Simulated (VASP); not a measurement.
Wanted: the native input for a VASP 6.6.1 run.

```
Task                   : single point
Functional             : PBE
Potentials or basis    : VASP PAW PBE potentials, release 64 (Zn)
Cutoff                 : 520 eV
k mesh                 : 22 × 22 × 22
Occupations            : gaussian, width 0.15 eV
Spin                   : no spin polarisation
Dipole correction      : no
Further INCAR settings : ALGO = Fast; EDIFF = 1e-06; NBANDS = 12
```

The structure of Zn lies in POSCAR:

```
Zn
1.0
    0.5486365906      2.2384823521      2.2384823521
    2.2384823521      0.5486365906      2.2384823521
    2.2384823521      2.2384823521      0.5486365906
Zn
1
Direct
    0.0000000000      0.0000000000      0.0000000000
```

These files were run (other wordings do the same):

INCAR

```
ALGO     = Fast           # electronic algorithm
EDIFF    = 1E-6           # SCF threshold, eV
ENCUT    = 520            # plane-wave cutoff, eV
GGA      = PE             # functional
ISIF     = 2              # what is computed and relaxed
ISMEAR   = 0              # smearing method
LASPH    = True           # aspherical terms in the spheres
LCHARG   = False          # write CHGCAR
LREAL    = False          # projectors in reciprocal space
LWAVE    = False          # write WAVECAR
NBANDS   = 12             # bands
NELM     = 100            # most SCF steps
PREC     = Accurate       # precision mode
SIGMA    = 0.15           # smearing width, eV
```

KPOINTS

```
k-points
0
Gamma
  22 22 22
```

Potentials or basis: VASP PAW PBE potentials, release 64 (Zn).

Command:

```bash
$ cat potpaw_PBE.64/Zn/POTCAR > POTCAR
$ mpirun -np 1 vasp_std > vasp.out
```

It gave:

| Property | Result |
| --- | --- |
| Pressure | 20.4 GPa |
| Band gap on the k mesh | zero (bands 6 and 7 overlap by 7.50 eV) |

Caveat: the cell stands under pressure.

Wall time 4.1 min on 1 thread of Intel Xeon 8259CL (shared host), peak memory 0.28 GiB.
